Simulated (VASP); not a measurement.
Set up this calculation in VASP 6.6.1, as the native input.

```
Task                   : single point
Functional             : PBEsol
Potentials or basis    : VASP PAW PBE potentials, release 64 (Mg, F)
Cutoff                 : 600 eV
k mesh                 : 6 × 6 × 8
Occupations            : gaussian, width 0.02 eV
Spin                   : no spin polarisation
Dipole correction      : no
Further INCAR settings : ALGO = Normal; EDIFF = 1e-06; NBANDS = 25
```

The structure of MgF2 lies in POSCAR:

```
MgF2
1.0
    4.6387877454      0.0000000000      0.0000000000
    0.0000000000      4.6387877454      0.0000000000
    0.0000000000      0.0000000000      3.0621929261
Mg F
2 4
Direct
    0.0000000000      0.0000000000      0.0000000000
    0.5000000000      0.5000000000      0.5000000000
    0.3033761543      0.3033761543      0.0000000000
    0.1966238457      0.8033761543      0.5000000000
    0.6966238457      0.6966238457      0.0000000000
    0.8033761543      0.1966238457      0.5000000000
```

One way to write it, as run:

INCAR

```
ALGO = Normal
EDIFF = 1E-6
ENCUT = 600
GGA = PS
GGA_COMPAT = False
ISIF = 2
ISMEAR = 0
LASPH = True
LCHARG = False
LREAL = False
LWAVE = False
NBANDS = 25
NELM = 120
PREC = Accurate
SIGMA = 0.02
```

KPOINTS

```
k-points
0
Gamma
  6 6 8
```

Potentials or basis: VASP PAW PBE potentials, release 64 (Mg, F).

Run with:

```console
$ cat potpaw_PBE.64/Mg/POTCAR potpaw_PBE.64/F/POTCAR > POTCAR
$ mpirun -np 1 vasp_std > vasp.out
```

It gave:

| Item | Value |
| --- | --- |
| Pressure | -1.0 GPa |
| Band gap on the k mesh | 6.86 eV |

Caveat: the PAW data sets were made with another functional, which shifts forces and pressure a little.

Wall time 76 s on 1 thread of Oxide Virtual Turin-like Processor, on a shared host, peak memory 0.2 GiB.
